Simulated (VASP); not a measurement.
# LiF (e600) (Fm-3m) in VASP: vibrations by perturbation theory with PBE

Aim: the vibrations by perturbation theory of LiF (e600) with PBE.

All numbers are computed with VASP 6.6.1; they aren't measurements. Logs are shortened: lines on timing, memory, paths and dates and some standing lists are left out, and cuts for length are marked.

## 1. The cell of the first run

It takes space group Fm-3m (No. 225, cubic). The conventional cell has a = 4.068 Å, b = 4.068 Å, c = 4.068 Å, α = 90.00°, β = 90.00°, γ = 90.00°. Li (site symmetry m-3m) has 6 F at 2.03 Å within 2.7 Å. F (site symmetry m-3m) has 6 Li at 2.03 Å within 2.7 Å.

## 2. Vibrations by perturbation theory, PBE

The input, INCAR:

```
SYSTEM = LiF
ALGO = Normal ; EDIFF = 1E-8
ENCUT = 520 ; GGA = PE
IBRION = 8 ; ISIF = 2
ISMEAR = 0 ; LASPH = .True.
LCHARG = .False. ; LEPSILON = .True.
LREAL = .False. ; LWAVE = .False.
NELM = 80 ; NSW = 1
PREC = Accurate ; SIGMA = 0.01
```

The input, KPOINTS:

```
k-points
0
Gamma
  10 10 10
  0 0 0
```

The input, POSCAR:

```
LiF
1.0
    0.0000000000      2.0337666606      2.0337666606
    2.0337666606      0.0000000000      2.0337666606
    2.0337666606      2.0337666606      0.0000000000
Li F
1 1
Direct
    0.0000000000      0.0000000000      0.0000000000
    0.5000000000      0.5000000000      0.5000000000
```

Potentials or basis: VASP PAW PBE potentials, release 64 (Li_sv, F).

The run is started by

```
cat potpaw_PBE.64/Li_sv/POTCAR potpaw_PBE.64/F/POTCAR > POTCAR
mpirun -np 1 vasp_std > vasp.out
```

OUTCAR:

```text
SYSTEM = LiF
   EDIFF = 1E-8
   ENCUT = 520
   GGA = PE
   IBRION = 8
   ISIF = 2
   ISMEAR = 0
   LASPH = .True.
   LEPSILON = .True.
   LREAL = .False.
   NELM = 80
   NSW = 1
   PREC = Accurate

 ion  position               nearest neighbor table
   1  0.000  0.000  0.000-   2 2.03   2 2.03   2 2.03   2 2.03   2 2.03   2 2.03
   2  0.500  0.500  0.500-   1 2.03   1 2.03   1 2.03   1 2.03   1 2.03   1 2.03

  LATTYP: Found a face centered cubic cell.
 ALAT       =     4.0675333212

  Lattice vectors:

 A1 = (   0.0000000000,   2.0337666606,   2.0337666606)
 A2 = (   2.0337666606,   0.0000000000,   2.0337666606)
 A3 = (   2.0337666606,   2.0337666606,   0.0000000000)

Analysis of symmetry for initial positions (statically):
=====================================================================
 Subroutine PRICEL returns:
 Original cell was already a primitive cell.

 Routine SETGRP: Setting up the symmetry group for a
 face centered cubic supercell.

 Subroutine GETGRP returns: Found 48 space group operations
 (whereof 48 operations were pure point group operations)
 out of a pool of 48 trial point group operations.

The static configuration has the point symmetry O_h .

Analysis of symmetry for dynamics (positions and initial velocities):
=====================================================================
 Subroutine PRICEL returns:
 Original cell was already a primitive cell.

 Routine SETGRP: Setting up the symmetry group for a
 face centered cubic supercell.

 Subroutine GETGRP returns: Found 48 space group operations
 (whereof 48 operations were pure point group operations)
 out of a pool of 48 trial point group operations.

The dynamic configuration has the point symmetry O_h .

 Subroutine INISYM returns: Found 48 space group operations
 (whereof 48 operations are pure point group operations),
 and found     1 'primitive' translations

----------------------------------------------------------------------------------------

                                     Primitive cell

  volume of cell :      16.8242

  direct lattice vectors                    reciprocal lattice vectors
     0.000000000  2.033766661  2.033766661    -0.245849246  0.245849246  0.245849246
     2.033766661  0.000000000  2.033766661     0.245849246 -0.245849246  0.245849246
     2.033766661  2.033766661  0.000000000     0.245849246  0.245849246 -0.245849246

  length of vectors
     2.876180394  2.876180394  2.876180394     0.425823385  0.425823385  0.425823385

  position of ions in fractional coordinates (direct lattice)
     0.000000000  0.000000000  0.000000000
     0.500000000  0.500000000  0.500000000

  ion indices of the primitive-cell ions
   primitive index   ion index
                 1           1
                 2           2

----------------------------------------------------------------------------------------

 KPOINTS: k-points

Automatic generation of k-mesh.
 Grid dimensions read from file:
 generate k-points for:   10   10   10

 Generating k-lattice:

  Cartesian coordinates                     Fractional coordinates (reciprocal lattice)
    -0.024584925  0.024584925  0.024584925     0.100000000  0.000000000  0.000000000
     0.024584925 -0.024584925  0.024584925     0.000000000  0.100000000  0.000000000
     0.024584925  0.024584925 -0.024584925     0.000000000  0.000000000  0.100000000

  Length of vectors
     0.042582339  0.042582339  0.042582339

  Shift w.r.t. Gamma in fractional coordinates (k-lattice)
     0.000000000  0.000000000  0.000000000

 Subroutine IBZKPT returns following result:
 ===========================================

 Found     47 irreducible k-points:

[... 397 lines left out ...]
  energy-cutoff  :      520.00
  volume of cell :       16.82
      direct lattice vectors                 reciprocal lattice vectors
     0.000000000  2.033766661  2.033766661    -0.245849246  0.245849246  0.245849246
     2.033766661  0.000000000  2.033766661     0.245849246 -0.245849246  0.245849246
     2.033766661  2.033766661  0.000000000     0.245849246  0.245849246 -0.245849246

 POSITION                                       TOTAL-FORCE (eV/Angst)
 -----------------------------------------------------------------------------------
      0.00000      0.00000      0.00000         0.000000      0.000000      0.000000
      2.03377      2.03377      2.03377         0.000000      0.000000      0.000000
 -----------------------------------------------------------------------------------
    total drift:                               -0.000000     -0.000000      0.000000

  FREE ENERGIE OF THE ION-ELECTRON SYSTEM (eV)
  ---------------------------------------------------
  free  energy   TOTEN  =        -9.6409181020 eV

  energy  without entropy=       -9.6409181020  energy(sigma->0) =       -9.64091810

 HEAD OF MICROSCOPIC STATIC DIELECTRIC TENSOR (INDEPENDENT PARTICLE, excluding Hartree and local field effects)
 ------------------------------------------------------
           2.068659     0.000000     0.000000
          -0.000000     2.068659     0.000000
           0.000000     0.000000     2.068659
 ------------------------------------------------------

 Free energy of the ion-electron system (eV)
  ---------------------------------------------------
  ---------------------------------------------------
  free energy    TOTEN  =        -0.05382067 eV

  energy without entropy =       -0.05382067

------------------------ aborting loop because EDIFF is reached ----------------------------------------

--------------------------------------- Ionic step        2  -------------------------------------------

------------------------ aborting loop because EDIFF is reached ----------------------------------------

--------------------------------------- Ionic step        3  -------------------------------------------

------------------------ aborting loop because EDIFF is reached ----------------------------------------

 PIEZOELECTRIC TENSOR FIELD DIRECTION 3  (e Angst)
 -----------------------------------------------------------------------------
    -0.00018  0.00000  0.00000           ( -0.00001  0.00000  0.00000)
     0.00000 -0.00018 -0.00000           (  0.00000 -0.00001 -0.00000)
     0.00000 -0.00000 -0.00005           (  0.00000 -0.00000 -0.00001)

 PIEZOELECTRIC TENSOR FIELD DIRECTION 3  (C/m^2)
 -----------------------------------------------------------------------------
    -0.00017  0.00000  0.00000
     0.00000 -0.00017 -0.00000
     0.00000 -0.00000 -0.00005

--------------------------------------- Ionic step        4  -------------------------------------------

------------------------ aborting loop because EDIFF is reached ----------------------------------------

[... ionic steps 5 to 6 ...]

--------------------------------------- Ionic step        7  -------------------------------------------

 Free energy of the ion-electron system (eV)
  ---------------------------------------------------
  ---------------------------------------------------
  free energy    TOTEN  =        -0.52283488 eV

  energy without entropy =       -0.52283488

------------------------ aborting loop because EDIFF is reached ----------------------------------------

 INTERNAL STRAIN TENSOR  FOR ION    2  DIRECTION 1   (eV/Angst):
 -----------------------------------------------------------------------------
     0.00600 -0.00000  0.00000
     0.00000  0.00484  0.00000
     0.00000  0.00000  0.00484

 MACROSCOPIC STATIC DIELECTRIC TENSOR (including local field effects in DFT)
 ------------------------------------------------------
           2.048318     0.000000    -0.000000
           0.000000     2.048318     0.000000
          -0.000000     0.000000     2.048318
 ------------------------------------------------------

 PIEZOELECTRIC TENSOR (including local field effects)  for field in x, y, z        (e  Angst)
          XX          YY          ZZ          XY          YZ          ZX
  --------------------------------------------------------------------------------
  x     0.00000     0.00000     0.00000     0.00000     0.00000     0.00000
  y     0.00000     0.00000     0.00000     0.00000     0.00000     0.00000
  z     0.00000     0.00000     0.00000     0.00000     0.00000     0.00000

 PIEZOELECTRIC TENSOR (including local field effects)  for field in x, y, z        (C/m^2)
          XX          YY          ZZ          XY          YZ          ZX
  --------------------------------------------------------------------------------
  x     0.00000     0.00000     0.00000     0.00000     0.00000     0.00000
  y     0.00000     0.00000     0.00000     0.00000     0.00000     0.00000
  z     0.00000     0.00000     0.00000     0.00000     0.00000     0.00000

 BORN EFFECTIVE CHARGES (including local field effects) (in |e|, cummulative output)
 ---------------------------------------------------------------------------------
 ion    1
    1     1.05355    -0.00000    -0.00000
    2     0.00000     1.05355    -0.00000
    3     0.00000    -0.00000     1.05355
 ion    2
    1    -1.05355     0.00000     0.00000
    2    -0.00000    -1.05355     0.00000
    3    -0.00000     0.00000    -1.05355

 INTERNAL STRAIN TENSOR FOR ION    2 for displacements in x,y,z  (eV/Angst):
          X           Y           Z          XY          YZ          ZX
  --------------------------------------------------------------------------------
  x     0.00000     0.00000     0.00000     0.00000     0.00000     0.00000
  y     0.00000     0.00000     0.00000     0.00000     0.00000     0.00000
  z     0.00000     0.00000     0.00000     0.00000     0.00000     0.00000

 SECOND DERIVATIVES (NOT SYMMETRIZED)
 ------------------------------------
               1X          1Y          1Z          2X          2Y          2Z
  1X    -1.399691    0.000000    0.000000    1.399691    0.000000    0.000000
  1Y     0.000000   -1.399691    0.000000    0.000000    1.399691    0.000000
  1Z     0.000000    0.000000   -1.399691    0.000000    0.000000    1.399691
  2X     1.381253    0.000000    0.000000   -1.381253    0.000000    0.000000
  2Y     0.000000    1.381253    0.000000    0.000000   -1.381253    0.000000
  2Z     0.000000    0.000000    1.381253    0.000000    0.000000   -1.381253

 Eigenvectors and eigenvalues of the dynamical matrix
 ----------------------------------------------------

   1 f  =    8.158998 THz    51.264498 2PiTHz  272.154888 cm-1    33.742890 meV
             X         Y         Z           dx          dy          dz
      0.000000  0.000000  0.000000     0.000000   -0.856193    0.000000
      2.033767  2.033767  2.033767     0.000000    0.516656    0.000000
[... 21 lines left out ...]
   6 f/i=    0.023929 THz     0.150351 2PiTHz    0.798191 cm-1     0.098963 meV
             X         Y         Z           dx          dy          dz
      0.000000  0.000000  0.000000     0.078474    0.387131   -0.333024
      2.033767  2.033767  2.033767     0.130045    0.641547   -0.551881

--------------------------------------------------------------------------------------------------------

 MACROSCOPIC STATIC DIELECTRIC TENSOR IONIC CONTRIBUTION
 ------------------------------------------------------
           8.585563     0.000000     0.000000
           0.000000     8.585563    -0.000000
           0.000000    -0.000000     8.585563
 ------------------------------------------------------

 ELASTIC MODULI CONTR FROM IONIC RELAXATION (kBar)
 Direction    XX          YY          ZZ          XY          YZ          ZX
 --------------------------------------------------------------------------------
 XX           0.0000      0.0000      0.0000      0.0000      0.0000      0.0000
 YY           0.0000      0.0000      0.0000      0.0000      0.0000      0.0000
 ZZ           0.0000      0.0000      0.0000      0.0000      0.0000      0.0000
 XY           0.0000      0.0000      0.0000      0.0000      0.0000      0.0000
 YZ           0.0000      0.0000      0.0000      0.0000      0.0000      0.0000
 ZX           0.0000      0.0000      0.0000      0.0000      0.0000      0.0000
 --------------------------------------------------------------------------------

 PIEZOELECTRIC TENSOR IONIC CONTR  for field in x, y, z        (C/m^2)
          XX          YY          ZZ          XY          YZ          ZX
  --------------------------------------------------------------------------------
  x     0.00000     0.00000     0.00000     0.00000     0.00000     0.00000
  y     0.00000     0.00000     0.00000     0.00000     0.00000     0.00000
  z     0.00000     0.00000     0.00000     0.00000     0.00000     0.00000
```

Run time: 2.4 min. Hardware: 1 thread of Intel Xeon Platinum 8488C (Sapphire Rapids), shared host; peak memory 0.17 GiB.

Results:

```
Electronic dielectric tensor (diagonal)                 : 2.05
Born charges (mean of the diagonal)                     : Li +1.05; F -1.05 e
Highest phonon frequency at Γ, LO-TO splitting left out : 272 cm⁻¹
```

Phonon frequencies in cm⁻¹ (negative: imaginary):
```tsv
q point	frequencies
(0.000, 0.000, 0.000)	-1 -1 -1 272 272 272
```

Electronic dielectric tensor:
```
2.05 0.00 0.00
0.00 2.05 0.00
0.00 0.00 2.05
```

Born effective charge tensors (e):
atom 1, Li
```
1.05 0.00 0.00
0.00 1.05 0.00
0.00 0.00 1.05
```
atom 2, F
```
-1.05  0.00  0.00
 0.00 -1.05  0.00
 0.00  0.00 -1.05
```
